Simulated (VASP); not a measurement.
# Be2C (Fm-3m) in VASP: notebook

Be2C is run at these levels: PBEsol; tasks: single point, relaxation of cell and atoms.

All numbers are computed with VASP 6.6.1; they aren't measurements. Logs are shortened: lines on timing, memory, paths and dates and some standing lists are left out, and cuts for length are marked.

### Step 1. The cell of the first run

The structure is cubic, space group Fm-3m (No. 225). Conventional cell: a = 4.284 Å, b = 4.284 Å, c = 4.284 Å, α = 90.00°, β = 90.00°, γ = 90.00°. Within 2.5 Å of Be (site symmetry -43m) lie 4 C at 1.85 Å and 6 Be at 2.14 Å. Within 2.5 Å of C (site symmetry m-3m) lie 8 Be at 1.85 Å.

### Step 2. Single point, PBEsol

Input file INCAR:

```
SYSTEM = Be2C
  PREC = Accurate
  ENCUT = 600
  EDIFF = 1E-6
  ISMEAR = 0
  SIGMA = 0.01
  LREAL = .FALSE.
  LASPH = .TRUE.
  NELM = 120
  ALGO = Normal
  ISIF = 2
  LWAVE = .FALSE.
  LCHARG = .FALSE.
  GGA = PS
  NBANDS = 11
  GGA_COMPAT = .FALSE.
```

Input file KPOINTS:

```
regular mesh
0
G
  8 8 8
  0 0 0
```

Input file POSCAR:

```
Be2C
1.0
    0.0000000000      2.1418346972      2.1418346972
    2.1418346972      0.0000000000      2.1418346972
    2.1418346972      2.1418346972      0.0000000000
Be C
2 1
Direct
    0.2500000000      0.2500000000      0.2500000000
    0.7500000000      0.7500000000      0.7500000000
    0.0000000000      0.0000000000      0.0000000000
```

Potentials or basis: VASP PAW PBE potentials, release 64 (Be, C).

Started as:

```console
$ cat potpaw_PBE.64/Be/POTCAR potpaw_PBE.64/C/POTCAR > POTCAR
$ mpirun -np 1 vasp_std > vasp.out
```

OUTCAR:

```text
SYSTEM = Be2C
   PREC = Accurate
   ENCUT = 600
   EDIFF = 1E-6
   ISMEAR = 0
   LREAL = .FALSE.
   LASPH = .TRUE.
   NELM = 120
   ISIF = 2
   GGA = PS

 ion  position               nearest neighbor table
   1  0.250  0.250  0.250-   3 1.85   3 1.85   3 1.85   3 1.85   2 2.14   2 2.14   2 2.14   2 2.14
                             2 2.14   2 2.14
   2  0.750  0.750  0.750-   3 1.85   3 1.85   3 1.85   3 1.85   1 2.14   1 2.14   1 2.14   1 2.14
                             1 2.14   1 2.14
   3  0.000  0.000  0.000-   2 1.85   2 1.85   2 1.85   1 1.85   2 1.85   1 1.85   1 1.85   1 1.85

  LATTYP: Found a face centered cubic cell.
 ALAT       =     4.2836693944

  Lattice vectors:

 A1 = (   0.0000000000,   2.1418346972,   2.1418346972)
 A2 = (   2.1418346972,   0.0000000000,   2.1418346972)
 A3 = (   2.1418346972,   2.1418346972,   0.0000000000)

Analysis of symmetry for initial positions (statically):
=====================================================================
 Subroutine PRICEL returns:
 Original cell was already a primitive cell.

 Routine SETGRP: Setting up the symmetry group for a
 face centered cubic supercell.

 Subroutine GETGRP returns: Found 48 space group operations
 (whereof 48 operations were pure point group operations)
 out of a pool of 48 trial point group operations.

The static configuration has the point symmetry O_h .

Analysis of symmetry for dynamics (positions and initial velocities):
=====================================================================
 Subroutine PRICEL returns:
 Original cell was already a primitive cell.

 Routine SETGRP: Setting up the symmetry group for a
 face centered cubic supercell.

 Subroutine GETGRP returns: Found 48 space group operations
 (whereof 48 operations were pure point group operations)
 out of a pool of 48 trial point group operations.

The dynamic configuration has the point symmetry O_h .

 Subroutine INISYM returns: Found 48 space group operations
 (whereof 48 operations are pure point group operations),
 and found     1 'primitive' translations

----------------------------------------------------------------------------------------

                                     Primitive cell

  volume of cell :      19.6511

  direct lattice vectors                    reciprocal lattice vectors
     0.000000000  2.141834697  2.141834697    -0.233444719  0.233444719  0.233444719
     2.141834697  0.000000000  2.141834697     0.233444719 -0.233444719  0.233444719
     2.141834697  2.141834697  0.000000000     0.233444719  0.233444719 -0.233444719

  length of vectors
     3.029011677  3.029011677  3.029011677     0.404338115  0.404338115  0.404338115

  position of ions in fractional coordinates (direct lattice)
     0.250000000  0.250000000  0.250000000
     0.750000000  0.750000000  0.750000000
     0.000000000  0.000000000  0.000000000

  ion indices of the primitive-cell ions
   primitive index   ion index
                 1           1
                 2           2
                 3           3

----------------------------------------------------------------------------------------

 KPOINTS: regular mesh

Automatic generation of k-mesh.
 Grid dimensions read from file:
 generate k-points for:    8    8    8

 Generating k-lattice:

  Cartesian coordinates                     Fractional coordinates (reciprocal lattice)
    -0.029180590  0.029180590  0.029180590     0.125000000  0.000000000  0.000000000
     0.029180590 -0.029180590  0.029180590     0.000000000  0.125000000  0.000000000
     0.029180590  0.029180590 -0.029180590     0.000000000  0.000000000  0.125000000

  Length of vectors
     0.050542264  0.050542264  0.050542264

  Shift w.r.t. Gamma in fractional coordinates (k-lattice)
     0.000000000  0.000000000  0.000000000

 Subroutine IBZKPT returns following result:
 ===========================================

 Found     29 irreducible k-points:

 Following reciprocal coordinates:
            Coordinates               Weight
  0.000000  0.000000  0.000000      1.000000
  0.125000  0.000000  0.000000      8.000000
  0.250000  0.000000  0.000000      8.000000
  0.375000  0.000000  0.000000      8.000000
  0.500000  0.000000  0.000000      4.000000
  0.125000  0.125000  0.000000      6.000000
[... 16 lines left out ...]
  0.500000  0.250000  0.125000     48.000000
 -0.375000  0.250000  0.125000     24.000000
 [... further k-points ...]
   k-points           NKPTS =     29   k-points in BZ     NKDIM =     29   number of bands    NBANDS=     11
   number of dos      NEDOS =    301   number of ions     NIONS =      3
   total plane-waves  NPLWV =  13824
   dimension x,y,z NGX =    24 NGY =   24 NGZ =   24
   dimension x,y,z NGXF=    48 NGYF=   48 NGZF=   48
   ions per type =               2   1
   NGX,Y,Z   is equivalent  to a cutoff of  13.17, 13.17, 13.17 a.u.
   NGXF,Y,Z  is equivalent  to a cutoff of  26.34, 26.34, 26.34 a.u.
 SYSTEM =  Be2C
   PREC   = accura    normal or accurate (medium, high low for compatibility)
   ISTART =      0    job   : 0-new  1-cont  2-samecut
   ICHARG =      2    charge: 1-file 2-atom 10-const
   ISPIN  =      1    spin polarized calculation?
   LNONCOLLINEAR =      F non collinear calculations
   LSORBIT =      F    spin-orbit coupling
   LASPH  =      T    aspherical Exc in radial PAW
   ENCUT  =  600.0 eV  44.10 Ry    6.64 a.u.   6.05  6.05  6.05*2*pi/ulx,y,z
   NELM   =    120;   NELMIN=  2; NELMDL= -5     # of ELM steps
   EDIFF  = 0.1E-05   stopping-criterion for ELM
   LREAL  =      F    real-space projection
   EDIFFG = 0.1E-04   stopping-criterion for IOM
   NSW    =      0    number of steps for IOM
   IBRION =     -1    ionic relax: 0-MD 1-quasi-New 2-CG
   NFREE  =      0    steps in history (QN), initial steepest desc. (CG)
   ISIF   =      2    stress and relaxation
   ISYM   =      2    0-nonsym 1-usesym 2-fastsym
   POTIM  = 0.5000    time-step for ionic-motion
   TEBEG  =    0.0;   TEEND  =   0.0 temperature during run
   PSTRESS=    0.0 pullay stress
   NELECT =       8.0000    total number of electrons
   NUPDOWN=      -1.0000    fix difference up-down
   EMIN   =  10.00;   EMAX   =-10.00  energy-range for DOS
   EFERMI =   0.00;   METHOD = LEGACY
   ISMEAR =     0;   SIGMA  =   0.01  broadening in eV -4-tet -1-fermi 0-gaus
   EFERMI_NEDOS =   21; number of points for ismear=-14 and -15
   IALGO  =     38    algorithm
   IMIX   =      4    mixing-type and parameters
     AMIX     =   0.40;   BMIX     =  1.00
     AMIX_MAG =   1.60;   BMIX_MAG =  1.00
  volume/ion in A,a.u.               =       6.55        44.20
  Fermi-wavevector in a.u.,A,eV,Ry     =   1.213321  2.292843 20.029772  1.472147
  Thomas-Fermi vector in A             =   2.348776
   LORBIT       =      0    0 simple, 1 ext, 2 COOP (PROOUT), +10 PAW based schemes
   GGA     = PS    functional components
   LHFCALC =     F    Hartree Fock is set to
   AEXX    =    0.0000 exact exchange contribution
   IVDW    =     0    specifies the selected vdW correction
   LEPSILON=     F    determine dielectric tensor
   LRPA    =     F    only Hartree local field effects (RPA)
 non-spin polarized calculation
 Gauss-broadening in eV      SIGMA  =   0.01
  energy-cutoff  :      600.00
  volume of cell :       19.65
 maximum number of plane-waves:       670
   NGX = 13   NGY = 13   NGZ = 13

 number of electron       8.0000000 magnetization

 Free energy of the ion-electron system (eV)
  ---------------------------------------------------
  ext. energy  EPLUGINS =         0.00000000
  ---------------------------------------------------
  free energy    TOTEN  =       -18.40606367 eV

  energy without entropy =      -18.40606367  energy(sigma->0) =      -18.40606367

 E-fermi :   8.0583     XC(G=0): -11.6375

 val. band max:        8.0049317055   @ k =   0.0000   0.0000   0.0000
 cond. band min:       9.0782322211   @ k =   0.5000   0.5000   0.0000
 fundamental gap:      1.0733005156
 Fermi energy:         8.0583082058

 k-point     1 :       0.0000    0.0000    0.0000
  band No.  band energies     occupation
      1      -7.2634      2.00000
      2       8.0049      2.00000
      3       8.0049      2.00000
      4       8.0049      2.00000
      5      12.1474      0.00000
      6      12.1474      0.00000
      7      12.1474      0.00000
      8      15.0632      0.00000
      9      21.3350      0.00000
     10      21.3350      0.00000
     11      21.3350      0.00000

 k-point     2 :       0.1250    0.0000    0.0000
  band No.  band energies     occupation
      1      -7.0095      2.00000
      2       6.0726      2.00000
      3       7.5426      2.00000
      4       7.5426      2.00000
      5      12.8135      0.00000
      6      12.8135      0.00000
      7      13.3326      0.00000
      8      15.6018      0.00000
      9      19.9213      0.00000
     10      19.9213      0.00000
     11      21.9954      0.00000

 k-point     3 :       0.2500    0.0000    0.0000
  band No.  band energies     occupation
      1      -6.2636      2.00000
      2       3.0520      2.00000
      3       6.7963      2.00000
      4       6.7963      2.00000
      5      13.5326      0.00000
      6      13.5326      0.00000
      7      14.4137      0.00000
      8      16.7738      0.00000
      9      19.4290      0.00000
     10      19.4290      0.00000
     11      23.6511      0.00000
[... 267 lines left out ...]
 k-point    23 :       0.5000    0.2500    0.1250
  band No.  band energies     occupation
      1      -4.5678      2.00000
      2       0.8879      2.00000
      3       3.7023      2.00000
      4       5.0682      2.00000
      5      13.2253      0.00000
      6      14.9465      0.00000
      7      16.2893      0.00000
      8      18.0614      0.00000
      9      20.4511      0.00000
     10      23.1989      0.00000
     11      25.6812      0.00000

 k-point    24 :      -0.3750    0.2500    0.1250
  band No.  band energies     occupation
      1      -3.8350      2.00000
      2      -0.2693      2.00000
      3       3.7870      2.00000
      4       4.4992      2.00000
      5      13.1773      0.00000
      6      14.7358      0.00000
      7      18.0586      0.00000
      8      18.8184      0.00000
      9      20.3750      0.00000
     10      21.9751      0.00000
     11      25.8510      0.00000

 [... further k-points ...]

------------------------ aborting loop because EDIFF is reached ----------------------------------------

  FORCE on cell =-STRESS in cart. coord.  units (eV):
  Direction    XX          YY          ZZ          XY          YZ          ZX
  --------------------------------------------------------------------------------------
  -------------------------------------------------------------------------------------
  Total        0.5653404      0.5653404      0.5653404      0.0000000      0.0000000      0.0000000
  in kB       46.0927677     46.0927677     46.0927677      0.0000000      0.0000000      0.0000000
  external PRESSURE =      46.0927677 kB  Pullay stress =       0.0000000 kB

 VOLUME and BASIS-vectors are now :
 -----------------------------------------------------------------------------
  energy-cutoff  :      600.00
  volume of cell :       19.65
      direct lattice vectors                 reciprocal lattice vectors
     0.000000000  2.141834697  2.141834697    -0.233444719  0.233444719  0.233444719
     2.141834697  0.000000000  2.141834697     0.233444719 -0.233444719  0.233444719
     2.141834697  2.141834697  0.000000000     0.233444719  0.233444719 -0.233444719

 POSITION                                       TOTAL-FORCE (eV/Angst)
 -----------------------------------------------------------------------------------
      1.07092      1.07092      1.07092        -0.000000     -0.000000      0.000000
      3.21275      3.21275      3.21275         0.000000      0.000000     -0.000000
      0.00000      0.00000      0.00000         0.000000      0.000000      0.000000
 -----------------------------------------------------------------------------------
    total drift:                               -0.000000     -0.000000      0.000000

  FREE ENERGIE OF THE ION-ELECTRON SYSTEM (eV)
  ---------------------------------------------------
  free  energy   TOTEN  =       -18.4060636706 eV

  energy  without entropy=      -18.4060636706  energy(sigma->0) =      -18.40606367
```

Run time: 4.7 s. Hardware: 1 thread of Intel Xeon Platinum 8375C at 2.90GHz (Ice Lake), shared host; peak memory 0.13 GiB.

Results:

- Free energy: -18.4061 eV
- Pressure: 4.6 GPa
- Band gap on the k mesh: 1.07 eV, indirect (least direct gap 4.14 eV)

Caveat: the PAW data sets were made with another functional, which shifts forces and pressure a little.

### Step 3. Single point, PBEsol

This run uses another cell than the first one, of 6.46 Å³/atom, 0.987 times its volume.

Input file INCAR:

```
SYSTEM = Be2C
  ALGO = Normal
  EDIFF = 1E-6
  ENCUT = 600
  GGA = PS
  GGA_COMPAT = .FALSE.
  ISIF = 2
  ISMEAR = 0
  LASPH = .TRUE.
  LCHARG = .TRUE.
  LELF = .TRUE.
  LREAL = .FALSE.
  LVHAR = .TRUE.
  LWAVE = .FALSE.
  NBANDS = 11
  NELM = 120
  PREC = Accurate
  SIGMA = 0.01
```

Input file KPOINTS:

```
k-points
0
G
  8 8 8
  0 0 0
```

Input file POSCAR:

```
Be2C
1.0
    0.0000000000      2.1323817610      2.1323817610
    2.1323817610      0.0000000000      2.1323817610
    2.1323817610      2.1323817610      0.0000000000
Be C
2 1
Direct
    0.2500000000      0.2500000000      0.2500000000
    0.7500000000      0.7500000000      0.7500000000
    0.0000000000      0.0000000000      0.0000000000
```

Potentials or basis: VASP PAW PBE potentials, release 64 (Be, C).

Started as:

```console
$ cat potpaw_PBE.64/Be/POTCAR potpaw_PBE.64/C/POTCAR > POTCAR
$ mpirun -np 1 vasp_std > vasp.out
```

Wall time 4.8 s (1 thread of Intel Xeon Platinum 8375C at 2.90GHz (Ice Lake), shared host); peak memory 0.13 GiB.

Results (log left out):

```yaml
Free_energy: -18.3959 eV
Pressure: 7.6 GPa
Band_gap_on_the_k_mesh: 1.08 eV, indirect (least direct gap 4.17 eV)
```

Levels at points of the mesh, in eV from the valence-band top:
| k point | band 1 | band 2 | band 3 | band 4 | band 5 | band 6 | band 7 | band 8 | band 9 |
| --- | --- | --- | --- | --- | --- | --- | --- | --- | --- |
| (0.00, 0.00, 0.00) | -15.37 | 0.00 | 0.00 | 0.00 | 4.17 | 4.17 | 4.17 | 7.21 | 13.43 |
| (0.50, 0.00, 0.00) | -12.37 | -9.06 | -1.91 | -1.91 | 5.03 | 5.03 | 7.51 | 9.98 | 14.96 |
| (0.50, 0.50, 0.00) | -11.63 | -6.95 | -4.94 | -4.94 | 1.08 | 6.04 | 13.69 | 13.69 | 15.96 |

Caveat: the PAW data sets were made with another functional, which shifts forces and pressure a little. A k mesh can miss the band edges.

(Part 1 of 2 ends here.)
